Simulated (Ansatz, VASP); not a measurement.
## Sc2AlN3: VASP beside Ansatz

```
Sc Al N
1.0
     5.58033    0.00000    0.00000
    -2.79016    4.83270    0.00000
     0.00000    0.00000    2.97432
Sc Al N
2 1 3
Direct
  0.33333 0.66667 0.00000
  0.66667 0.33333 0.00000
  0.00000 0.00000 0.00000
  0.50000 0.00000 0.50000
  0.50000 0.50000 0.50000
  0.00000 0.50000 0.50000
```

Change from the starting cell: species swapped into the NdB2Rh3 type (P6/mmm, No. 191).

Alike in both runs: functional PBE; k mesh 12 × 12 × 12; occupations gaussian, width 0.1 eV; no spin polarisation.

Ansatz relaxed the structure, and its values are those at the end. VASP's run is a single point on that final structure, the one shown.

```csv
,VASP,Ansatz
version,VASP 6.6.1,Ansatz 0.2.0
potentials or method,"VASP PAW PBE potentials, release 64 (Sc_sv, Al, N), cutoff 520 eV","scalar-relativistic, plane waves, PAW"
valence electrons in the cell,40,40
```

|  | VASP | Ansatz | Ansatz less VASP |
| --- | --- | --- | --- |
| gap on the k mesh at the Fermi level (eV) | none | none | - |
| pressure (GPa) | 0.6 | 0.0 | -0.59 |

A gap of «none» marks a metal or a gap that the smearing closes. With one functional, cell and mesh, what is left measures potentials, basis and numerics.
